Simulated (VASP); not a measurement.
# Bi2H3 (P6/mmm) in VASP: a series of runs

Runs on Bi2H3. Level: PBE. Tasks: single point, relaxation of cell and atoms.

Everything below comes from runs of VASP 6.6.1. Logs are shortened: lines on timing, memory, paths and dates and some standing lists are left out, and cuts for length are marked.

## Step 1: The cell of the first run

The structure is hexagonal, space group P6/mmm (No. 191). Conventional cell: a = 4.426 Å, b = 4.426 Å, c = 4.600 Å, α = 90.00°, β = 90.00°, γ = 120.00°. Bi (site symmetry -6m2) has 2 H at 2.30 Å and 3 Bi at 2.56 Å within 3.0 Å. Within 3.0 Å of H (site symmetry -6m2) lie 2 Bi at 2.30 Å and 6 H at 2.56 Å. H (site symmetry 6/mmm) has 6 H at 2.56 Å within 3.4 Å.

## Step 2: Single point, PBE

INCAR

```
SYSTEM = Bi2H3
PREC = Accurate
ENCUT = 520
EDIFF = 1E-6
ISMEAR = 0
SIGMA = 0.1
LREAL = .FALSE.
LASPH = .TRUE.
NELM = 100
ALGO = Normal
ISIF = 2
LWAVE = .FALSE.
LCHARG = .TRUE.
GGA = PE
LELF = .TRUE.
LVHAR = .TRUE.
NBANDS = 24
```

KPOINTS

```
Automatic mesh
0
G
  6 6 4
  0 0 0
```

POSCAR

```
Bi2H3
1.0
    4.4255534500      0.0000000000      0.0000000000
   -2.2127767200      3.8326417100      0.0000000000
    0.0000000000      0.0000000000      4.5999313800
Bi H
2 3
Direct
    0.3333333300      0.6666666700      0.0000000000
    0.6666666700      0.3333333300      0.0000000000
    0.3333333300      0.6666666700      0.5000000000
    0.6666666700      0.3333333300      0.5000000000
    0.0000000000      0.0000000000      0.5000000000
```

Potentials or basis: VASP PAW PBE potentials, release 64 (Bi_d, H).

The run is started by

```sh
> cat potpaw_PBE.64/Bi_d/POTCAR potpaw_PBE.64/H/POTCAR > POTCAR
> mpirun -np 1 vasp_std > vasp.out
```

OUTCAR:

```text
SYSTEM = Bi2H3
   PREC = Accurate
   ENCUT = 520
   EDIFF = 1E-6
   ISMEAR = 0
   LREAL = .FALSE.
   LASPH = .TRUE.
   NELM = 100
   ISIF = 2
   GGA = PE

 ion  position               nearest neighbor table
   1  0.333  0.667  0.000-   3 2.30   3 2.30   2 2.56   2 2.56   2 2.56
   2  0.667  0.333  0.000-   4 2.30   4 2.30   1 2.56   1 2.56   1 2.56
   3  0.333  0.667  0.500-   1 2.30   1 2.30
   4  0.667  0.333  0.500-   2 2.30   2 2.30
   5  0.000  0.000  0.500-

  LATTYP: Found a hexagonal cell.
 ALAT       =     4.4255534500
 C/A-ratio  =     1.0394025136

  Lattice vectors:

 A1 = (   4.4255534500,   0.0000000000,   0.0000000000)
 A2 = (  -2.2127767200,   3.8326417100,   0.0000000000)
 A3 = (   0.0000000000,   0.0000000000,   4.5999313800)

Analysis of symmetry for initial positions (statically):
=====================================================================
 Subroutine PRICEL returns:
 Original cell was already a primitive cell.

 Routine SETGRP: Setting up the symmetry group for a
 hexagonal supercell.

 Subroutine GETGRP returns: Found 24 space group operations
 (whereof 24 operations were pure point group operations)
 out of a pool of 24 trial point group operations.

The static configuration has the point symmetry D_6h.

Analysis of symmetry for dynamics (positions and initial velocities):
=====================================================================
 Subroutine PRICEL returns:
 Original cell was already a primitive cell.

 Routine SETGRP: Setting up the symmetry group for a
 hexagonal supercell.

 Subroutine GETGRP returns: Found 24 space group operations
 (whereof 24 operations were pure point group operations)
 out of a pool of 24 trial point group operations.

The dynamic configuration has the point symmetry D_6h.

 Subroutine INISYM returns: Found 24 space group operations
 (whereof 24 operations are pure point group operations),
 and found     1 'primitive' translations

----------------------------------------------------------------------------------------

                                     Primitive cell

  volume of cell :      78.0220

  direct lattice vectors                    reciprocal lattice vectors
     4.425553450  0.000000000  0.000000000     0.225960439  0.130458320  0.000000000
    -2.212776720  3.832641710  0.000000000     0.000000000  0.260916641  0.000000000
     0.000000000  0.000000000  4.599931380     0.000000000  0.000000000  0.217394547

  length of vectors
     4.425553450  4.425553444  4.599931380     0.260916640  0.260916641  0.217394547

  position of ions in fractional coordinates (direct lattice)
     0.333333330  0.666666670  0.000000000
     0.666666670  0.333333330  0.000000000
     0.333333330  0.666666670  0.500000000
     0.666666670  0.333333330  0.500000000
     0.000000000  0.000000000  0.500000000

  ion indices of the primitive-cell ions
   primitive index   ion index
                 1           1
                 2           2
                 3           3
                 4           4
                 5           5

----------------------------------------------------------------------------------------

 KPOINTS: Automatic mesh

Automatic generation of k-mesh.
 Grid dimensions read from file:
 generate k-points for:    6    6    4

 Generating k-lattice:

  Cartesian coordinates                     Fractional coordinates (reciprocal lattice)
     0.037660073  0.021743053  0.000000000     0.166666667 -0.000000000  0.000000000
     0.000000000  0.043486107  0.000000000     0.000000000  0.166666667  0.000000000
     0.000000000  0.000000000  0.054348637     0.000000000  0.000000000  0.250000000

  Length of vectors
     0.043486107  0.043486107  0.054348637

  Shift w.r.t. Gamma in fractional coordinates (k-lattice)
     0.000000000  0.000000000  0.000000000

 Subroutine IBZKPT returns following result:
 ===========================================

 Found     21 irreducible k-points:

 Following reciprocal coordinates:
            Coordinates               Weight
  0.000000  0.000000  0.000000      1.000000
  0.166667 -0.000000  0.000000      6.000000
  0.333333 -0.000000  0.000000      6.000000
  0.500000 -0.000000  0.000000      3.000000
  0.166667  0.166667  0.000000      6.000000
  0.333333  0.166667  0.000000     12.000000
[... 13 lines left out ...]
  0.333333  0.166667  0.500000     12.000000
  0.333333  0.333333  0.500000      2.000000
   k-points           NKPTS =     21   k-points in BZ     NKDIM =     21   number of bands    NBANDS=     24
   number of dos      NEDOS =    301   number of ions     NIONS =      5
   total plane-waves  NPLWV =  46656
   dimension x,y,z NGX =    36 NGY =   36 NGZ =   36
   dimension x,y,z NGXF=    72 NGYF=   72 NGZF=   72
   ions per type =               2   3
   NGX,Y,Z   is equivalent  to a cutoff of  13.52, 13.52, 13.01 a.u.
   NGXF,Y,Z  is equivalent  to a cutoff of  27.05, 27.05, 26.02 a.u.
 SYSTEM =  Bi2H3
   PREC   = accura    normal or accurate (medium, high low for compatibility)
   ISTART =      0    job   : 0-new  1-cont  2-samecut
   ICHARG =      2    charge: 1-file 2-atom 10-const
   ISPIN  =      1    spin polarized calculation?
   LNONCOLLINEAR =      F non collinear calculations
   LSORBIT =      F    spin-orbit coupling
   LASPH  =      T    aspherical Exc in radial PAW
   ENCUT  =  520.0 eV  38.22 Ry    6.18 a.u.   8.23  8.23  8.55*2*pi/ulx,y,z
   NELM   =    100;   NELMIN=  2; NELMDL= -5     # of ELM steps
   EDIFF  = 0.1E-05   stopping-criterion for ELM
   LREAL  =      F    real-space projection
   EDIFFG = 0.1E-04   stopping-criterion for IOM
   NSW    =      0    number of steps for IOM
   IBRION =     -1    ionic relax: 0-MD 1-quasi-New 2-CG
   NFREE  =      0    steps in history (QN), initial steepest desc. (CG)
   ISIF   =      2    stress and relaxation
   ISYM   =      2    0-nonsym 1-usesym 2-fastsym
   POTIM  = 0.5000    time-step for ionic-motion
   TEBEG  =    0.0;   TEEND  =   0.0 temperature during run
   PSTRESS=    0.0 pullay stress
   NELECT =      33.0000    total number of electrons
   NUPDOWN=      -1.0000    fix difference up-down
   EMIN   =  10.00;   EMAX   =-10.00  energy-range for DOS
   EFERMI =   0.00;   METHOD = LEGACY
   ISMEAR =     0;   SIGMA  =   0.10  broadening in eV -4-tet -1-fermi 0-gaus
   EFERMI_NEDOS =   21; number of points for ismear=-14 and -15
   IALGO  =     38    algorithm
   IMIX   =      4    mixing-type and parameters
     AMIX     =   0.40;   BMIX     =  1.00
     AMIX_MAG =   1.60;   BMIX_MAG =  1.00
  volume/ion in A,a.u.               =      15.60       105.30
  Fermi-wavevector in a.u.,A,eV,Ry     =   1.228873  2.322234 20.546559  1.510129
  Thomas-Fermi vector in A             =   2.363782
   LORBIT       =      0    0 simple, 1 ext, 2 COOP (PROOUT), +10 PAW based schemes
   GGA     = PE    functional components
   LHFCALC =     F    Hartree Fock is set to
   AEXX    =    0.0000 exact exchange contribution
   IVDW    =     0    specifies the selected vdW correction
   LEPSILON=     F    determine dielectric tensor
   LRPA    =     F    only Hartree local field effects (RPA)
 non-spin polarized calculation
 Gauss-broadening in eV      SIGMA  =   0.10
  energy-cutoff  :      520.00
  volume of cell :       78.02
 maximum number of plane-waves:      2130
 NGX is ok and might be reduce to    36
   NGX = 17   NGY = 17   NGZ = 17

 number of electron      33.0000003 magnetization

 Free energy of the ion-electron system (eV)
  ---------------------------------------------------
  ext. energy  EPLUGINS =         0.00000000
  ---------------------------------------------------
  free energy    TOTEN  =       -10.13852120 eV

  energy without entropy =      -10.13364436  energy(sigma->0) =      -10.13608278

 E-fermi :   5.7616     XC(G=0):  -9.7136

 val. band max:        5.6869294227   @ k =   0.0000   0.0000   0.2500
 cond. band min:       5.8004117801   @ k =   0.1667  -0.0000   0.0000
 fundamental gap:      0.1134823574
 Fermi energy:         5.7615607419

 k-point     1 :       0.0000    0.0000    0.0000
  band No.  band energies     occupation
      1     -18.4068      2.00000
      2     -18.4068      2.00000
      3     -18.3744      2.00000
      4     -18.0773      2.00000
      5     -18.0773      2.00000
      6     -17.8143      2.00000
[... 16 lines left out ...]
     23      15.1027      0.00000
     24      15.1027      0.00000

 k-point     2 :       0.1667   -0.0000    0.0000
  band No.  band energies     occupation
      1     -18.5328      2.00000
      2     -18.5326      2.00000
      3     -18.3704      2.00000
      4     -18.0903      2.00000
      5     -18.0533      2.00000
      6     -17.6778      2.00000
[... 16 lines left out ...]
     23      14.2884      0.00000
     24      14.4518      0.00000

 k-point     3 :       0.3333   -0.0000    0.0000
  band No.  band energies     occupation
      1     -18.7129      2.00000
      2     -18.7013      2.00000
      3     -18.3463      2.00000
      4     -18.1147      2.00000
      5     -17.9947      2.00000
      6     -17.6289      2.00000
[... 16 lines left out ...]
     23      13.4659      0.00000
     24      14.6441      0.00000

 k-point     4 :       0.5000   -0.0000    0.0000
  band No.  band energies     occupation
      1     -18.7843      2.00000
      2     -18.7669      2.00000
      3     -18.3336      2.00000
      4     -18.1262      2.00000
      5     -17.9554      2.00000
      6     -17.6734      2.00000
[... 16 lines left out ...]
     23      13.1057      0.00000
     24      14.0766      0.00000

 k-point     5 :       0.1667    0.1667    0.0000
  band No.  band energies     occupation
      1     -18.7431      2.00000
      2     -18.5630      2.00000
      3     -18.3843      2.00000
      4     -18.1137      2.00000
      5     -18.0037      2.00000
      6     -17.6169      2.00000
[... 16 lines left out ...]
     23      13.5665      0.00000
     24      14.8090      0.00000

 k-point     6 :       0.3333    0.1667    0.0000
  band No.  band energies     occupation
      1     -18.8848      2.00000
      2     -18.6117      2.00000
      3     -18.3854      2.00000
      4     -18.1374      2.00000
      5     -17.9277      2.00000
      6     -17.6999      2.00000
[... 16 lines left out ...]
     23      14.2442      0.00000
     24      14.3859      0.00000
[... 298 lines left out ...]
 k-point    18 :       0.5000   -0.0000    0.5000
  band No.  band energies     occupation
      1     -18.7835      2.00000
      2     -18.7668      2.00000
      3     -18.3281      2.00000
      4     -18.1288      2.00000
      5     -17.9581      2.00000
      6     -17.6748      2.00000
[... 16 lines left out ...]
     23      13.8226      0.00000
     24      15.6908      0.00000

 k-point    19 :       0.1667    0.1667    0.5000
  band No.  band energies     occupation
      1     -18.7427      2.00000
      2     -18.5625      2.00000
      3     -18.3785      2.00000
      4     -18.1163      2.00000
      5     -18.0061      2.00000
      6     -17.6184      2.00000
[... 16 lines left out ...]
     23      13.8604      0.00000
     24      13.9972      0.00000

 k-point    20 :       0.3333    0.1667    0.5000
  band No.  band energies     occupation
      1     -18.8845      2.00000
      2     -18.6108      2.00000
      3     -18.3810      2.00000
      4     -18.1402      2.00000
      5     -17.9301      2.00000
      6     -17.7016      2.00000
[... 16 lines left out ...]
     23      14.4923      0.00000
     24      14.7067      0.00000

 k-point    21 :       0.3333    0.3333    0.5000
  band No.  band energies     occupation
      1     -18.9539      2.00000
      2     -18.4880      2.00000
      3     -18.4880      2.00000
      4     -18.1553      2.00000
      5     -17.8167      2.00000
      6     -17.8167      2.00000
[... 16 lines left out ...]
     23      14.7459      0.00000
     24      14.7459      0.00000

------------------------ aborting loop because EDIFF is reached ----------------------------------------

  FORCE on cell =-STRESS in cart. coord.  units (eV):
  Direction    XX          YY          ZZ          XY          YZ          ZX
  --------------------------------------------------------------------------------------
  -------------------------------------------------------------------------------------
  Total       23.2377663     23.2377662     -9.4349357      0.0000000      0.0000000      0.0000000
  in kB      477.1861129    477.1861120   -193.7458301      0.0000006      0.0000000      0.0000000
  external PRESSURE =     253.5421316 kB  Pullay stress =       0.0000000 kB

 VOLUME and BASIS-vectors are now :
 -----------------------------------------------------------------------------
  energy-cutoff  :      520.00
  volume of cell :       78.02
      direct lattice vectors                 reciprocal lattice vectors
     4.425553450  0.000000000  0.000000000     0.225960439  0.130458320  0.000000000
    -2.212776720  3.832641710  0.000000000     0.000000000  0.260916641  0.000000000
     0.000000000  0.000000000  4.599931380     0.000000000  0.000000000  0.217394547

 POSITION                                       TOTAL-FORCE (eV/Angst)
 -----------------------------------------------------------------------------------
     -0.00000      2.55509      0.00000         0.000000      0.000000      0.000000
      2.21278      1.27755      0.00000        -0.000000      0.000000      0.000000
     -0.00000      2.55509      2.29997         0.000000      0.000000      0.000000
      2.21278      1.27755      2.29997        -0.000000      0.000000      0.000000
      0.00000      0.00000      2.29997        -0.000000      0.000000      0.000000
 -----------------------------------------------------------------------------------
    total drift:                                0.000000     -0.000000     -0.000000

  FREE ENERGIE OF THE ION-ELECTRON SYSTEM (eV)
  ---------------------------------------------------
  free  energy   TOTEN  =       -10.1385212003 eV

  energy  without entropy=      -10.1336443606  energy(sigma->0) =      -10.13608278
```

It took 41 s on 1 thread of Oxide Virtual Turin-like, shared host; peak memory 0.18 GiB.

What came out:

```
Free energy : -10.1385 eV
Pressure    : 25.4 GPa
```

Caveat: spin-orbit coupling is left out, which moves the levels of the heavy elements.

## Step 3: Single point, PBE

This run uses another cell than the first one, of 20.05 Å³/atom, 1.285 times its volume.

INCAR

```
  ALGO = Normal
  EDIFF = 1E-7
  ENCUT = 520
  GGA = PE
  ISIF = 2
  ISMEAR = 0
  LASPH = True
  LCHARG = False
  LREAL = False
  LWAVE = False
  NBANDS = 24
  NELM = 80
  PREC = Accurate
  SIGMA = 0.1
```

KPOINTS

```
k-points
0
Gamma
  6 6 4
```

POSCAR

```
Bi2H3
1.0
    5.3052813077     -0.0000000035      0.0000000000
   -2.6526406508      4.5945083884      0.0000000000
    0.0000000000      0.0000000000      4.1137954202
Bi H
2 3
Direct
    0.3333333333      0.6666666667      0.0000000000
    0.6666666667      0.3333333333      0.0000000000
    0.3333333333      0.6666666667      0.5000000000
    0.6666666667      0.3333333333      0.5000000000
    0.0000000000      0.0000000000      0.5000000000
```

Potentials or basis: VASP PAW PBE potentials, release 64 (Bi_d, H).

The run is started by

```sh
> cat potpaw_PBE.64/Bi_d/POTCAR potpaw_PBE.64/H/POTCAR > POTCAR
> mpirun -np 1 vasp_std > vasp.out
```

It took 65 s on 1 thread of Oxide Virtual Turin-like, shared host; peak memory 0.19 GiB.

It converged, with:

- Free energy: -14.0906 eV
- Pressure: 0.0 GPa

Levels at points of the mesh, in eV from the Fermi level:
```csv
k point,band 14,band 15,band 16,band 17,band 18,band 19,band 20,band 21
"(0.00, 0.00, 0.00)",-2.39,-1.26,-0.53,-0.25,1.13,1.33,1.33,2.83
"(0.50, 0.00, 0.00)",-2.56,-0.52,-0.12,0.38,1.40,1.47,2.73,4.05
"(0.00, 0.00, 0.50)",-4.37,-1.88,-1.88,0.04,2.14,2.14,5.38,5.38
"(0.50, 0.00, 0.50)",-5.17,-2.61,-1.05,-0.56,3.36,4.30,4.70,6.38
```

Caveat: the k points lie up to 0.38 Å⁻¹ apart; spin-orbit coupling is left out, which moves the levels of the heavy elements.

(Part 1 of 2 ends here.)
